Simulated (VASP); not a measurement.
Set up this calculation in VASP 6.6.1, as the native input.

```yaml
Task: single point
Functional: PBE
Dispersion: D3(BJ)
Potentials_or_basis: VASP PAW PBE potentials, release 64 (Be, Li_sv)
Cutoff: 520 eV
k_mesh: 4 × 4 × 3
Occupations: gaussian, width 0.1 eV
Spin: no spin polarisation
Dipole_correction: no
Further_INCAR_settings: LREAL = Auto; ALGO = Normal; EDIFF = 1e-06; NBANDS = 32
```

The structure of LiBe16 (a cell with a defect) lies in POSCAR:

```
LiBe16
1.0
   -2.2900000000     -3.9663960000      0.0000000000
    3.4350000000     -1.9831980000      0.0000000000
    0.0000000000      0.0000000000      7.1768600000
Be Li
16 1
Direct
    0.7622335995      0.5277353546      0.0070667395
    0.5122771711      0.3489827429      0.2522077900
    0.7818167164      0.4417709696      0.5079428887
    0.5117741869      0.3492817723      0.7621891747
    0.5102041935      0.0344519951      0.0067915495
    0.2550605330      0.9051239070      0.2530117628
    0.5739859158      0.0409024009      0.5060608678
    0.2546538154      0.9053342758      0.7607307374
    0.2663966428      0.5487386643      0.0074057457
    0.0169706904      0.4060590629      0.2543978843
    0.1890826364      0.2225412627      0.5081013145
    0.0170779530      0.4062933078      0.7611449854
    0.0077737161      0.0431032925      0.0069223867
    0.7409322940      0.8432849937      0.2516827693
   -0.0233028248     -0.1645422035      0.5061591002
    0.7414843110      0.8438812437      0.7614706153
    0.3762424654      0.6311066218      0.5072623682
```

These files were run (other wordings do the same):

INCAR

```
SYSTEM = LiBe16
PREC     = Accurate       ! precision mode
ENCUT    = 520            ! plane-wave cutoff, eV
EDIFF    = 1E-6           ! SCF threshold, eV
ISMEAR   = 0              ! smearing method
SIGMA    = 0.1            ! smearing width, eV
LREAL    = Auto         
LASPH    = .TRUE.         ! aspherical terms in the spheres
NELM     = 60             ! most SCF steps
ALGO     = Normal         ! electronic algorithm
ISIF     = 2              ! what is computed and relaxed
LWAVE    = .FALSE.        ! write WAVECAR
LCHARG   = .FALSE.        ! write CHGCAR
GGA      = PE             ! functional
IVDW     = 12             ! dispersion correction
NBANDS   = 32             ! bands
```

KPOINTS

```
Automatic mesh
0
G
  4 4 3
  0 0 0
```

Potentials or basis: VASP PAW PBE potentials, release 64 (Be, Li_sv).

Launch:

```console
$ cat potpaw_PBE.64/Be/POTCAR potpaw_PBE.64/Li_sv/POTCAR > POTCAR
$ mpirun -np 1 vasp_std > vasp.out
```

It gave:

```yaml
Largest_force: 0.035 eV/Å
Dispersion_energy_per_atom: -0.370 eV
```

Caveat: the k points lie up to 0.40 Å⁻¹ apart.

Run time: 3.6 min on 1 thread of Intel(R) Xeon(R) Platinum 8375C CPU @ 2.90GHz (Ice Lake) (shared host), peak memory 0.26 GiB.
